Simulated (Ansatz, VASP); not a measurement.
# Two plane-wave programs on CoO

```
Co O
1.0
     1.48512    0.85744    2.40695
    -1.48512    0.85744    2.40695
     0.00000   -1.71487    2.40695
Co O
1 1
Cartesian
  0.0000 0.0000 0.0000
  0.0000 0.0000 3.6104
```

Alike in both runs: task single point; functional r2SCAN; k mesh 12 × 12 × 12; occupations gaussian, width 0.02 eV; no spin polarisation; Hubbard terms Co d U = 3.32 eV.

```csv
,VASP,Ansatz
version,VASP 6.6.1,Ansatz 0.2.0
potentials or method,"VASP PAW PBE potentials, release 64 (Co, O), cutoff 520 eV","scalar-relativistic, plane waves, PAW"
valence electrons in the cell,15,23
```

Ansatz gave:

```
gap on the k mesh at the Fermi level (eV)                     : none
pressure (GPa)                                                : -17.5
traceless stress, the component that is largest in VASP (GPa) : 0.98
```

Q: What did VASP give for the same quantities?

A: gap on the k mesh at the Fermi level (eV): none; pressure (GPa): -18.3; traceless stress, the component that is largest in VASP (GPa): 0.97.

VASP's potentials were made for PBE, not for r2SCAN. The programs project onto different local orbitals, so the same U acts differently, and such runs can settle in different states. A gap of «none» marks a metal or a gap that the smearing closes. VASP's potentials hold 15 valence electrons a cell and Ansatz's 23, so a difference there can come from the potentials and not from the codes. Ansatz's warnings: filled band counts differ across k points.
